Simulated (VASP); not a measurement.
A run of VASP 6.6.1 is set up as follows.

Contents of POSCAR:

```
ZnO
1.0
    0.0000000000      2.1337703831      2.1337703831
    2.1337703831      0.0000000000      2.1337703831
    2.1337703831      2.1337703831      0.0000000000
Zn O
1 1
Direct
    0.0000000000      0.0000000000      0.0000000000
    0.5000000000      0.5000000000      0.5000000000
```

INCAR.step1

```
SYSTEM = ZnO
PREC     = Accurate       ! precision mode
ENCUT    = 1480           ! plane-wave cutoff, eV
ISMEAR   = 0              ! smearing method
SIGMA    = 0.01           ! smearing width, eV
LREAL    = .False.        ! projectors in reciprocal space
LASPH    = .True.         ! aspherical terms in the spheres
NELM     = 120            ! most SCF steps
NBANDS   = 16             ! bands
GGA      = PE             ! functional
ALGO     = Normal         ! electronic algorithm
EDIFF    = 1E-5           ! SCF threshold, eV
LWAVE    = .True.         ! write WAVECAR
LCHARG   = .False.        ! write CHGCAR
GGA_COMPAT= .False.
```

The input INCAR.step2:

```
SYSTEM = ZnO
PREC     = Accurate       ! precision mode
ENCUT    = 1480           ! plane-wave cutoff, eV
EDIFF    = 1E-6           ! SCF threshold, eV
ISMEAR   = 0              ! smearing method
SIGMA    = 0.01           ! smearing width, eV
LREAL    = .False.        ! projectors in reciprocal space
LASPH    = .True.         ! aspherical terms in the spheres
NELM     = 120            ! most SCF steps
ALGO     = Normal         ! electronic algorithm
ISIF     = 2              ! what is computed and relaxed
LWAVE    = .False.        ! write WAVECAR
LCHARG   = .False.        ! write CHGCAR
METAGGA  = R2SCAN         ! meta-GGA
LMIXTAU  = .True.       
NBANDS   = 16             ! bands
ISTART   = 1            
GGA_COMPAT= .False.
```

The input KPOINTS:

```
Automatic mesh
0
Gamma
  8 8 8
  0 0 0
```

Potentials or basis: VASP PAW PBE potentials, release 64 (Zn, O_h).

Command:

```sh
$ cat potpaw_PBE.64/Zn/POTCAR potpaw_PBE.64/O_h/POTCAR > POTCAR
$ cp INCAR.step1 INCAR
$ mpirun -np 1 vasp_std > vasp.out
$ cp INCAR.step2 INCAR
$ mpirun -np 1 vasp_std > vasp.out
```

(1) Predict the pressure.

(2) Predict the band gap on the k mesh.

Results:

(1) 1.2 GPa.

(2) 1.55 eV (least direct gap 2.99 eV).

Caveat: the structure was generated, so it needn't be the stable form of ZnO; the PAW data sets were made with another functional, which shifts forces and pressure a little.
